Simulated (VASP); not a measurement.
Wanted: the native input for a VASP 6.6.1 run.

| Item | Value |
| --- | --- |
| Task | single point |
| Functional | PBE |
| Potentials or basis | VASP PAW PBE potentials, release 64 (Ir) |
| Cutoff | 520 eV |
| k mesh | 22 × 22 × 22 |
| Occupations | gaussian, width 0.15 eV |
| Spin | no spin polarisation |
| Dipole correction | no |
| Further INCAR settings | ALGO = Normal; EDIFF = 1e-06; NBANDS = 10 |

The structure of Ir lies in POSCAR:

```
Ir
1.0
    0.0000000000      1.8380815451      2.1450411631
    1.8380815451      0.0000000000      2.1450411631
    1.8380815451      1.8380815451      0.0000000000
Ir
1
Direct
    0.0000000000      0.0000000000      0.0000000000
```

These files were run (other wordings do the same):

INCAR

```
SYSTEM = Ir
PREC = Accurate
ENCUT = 520
EDIFF = 1E-6
ISMEAR = 0
SIGMA = 0.15
LREAL = .FALSE.
LASPH = .TRUE.
NELM = 80
ALGO = Normal
ISIF = 2
LWAVE = .FALSE.
LCHARG = .FALSE.
GGA = PE
NBANDS = 10
```

KPOINTS

```
Automatic mesh
0
G
  22 22 22
  0 0 0
```

Potentials or basis: VASP PAW PBE potentials, release 64 (Ir).

The run is started by

```sh
$ cat potpaw_PBE.64/Ir/POTCAR > POTCAR
$ mpirun -np 1 vasp_std > vasp.out
```

Results of the run:

```
Pressure               : 6.7 GPa
Band gap on the k mesh : zero (an odd number of electrons rules out a gap without spin polarisation)
```

Caveat: the cell stands under pressure; spin-orbit coupling is left out, which moves the levels of the heavy elements.

Wall time 51 s on 1 thread of Intel(R) Xeon(R) Platinum 8559C (Emerald Rapids), with other jobs on the host, peak memory 0.25 GiB.
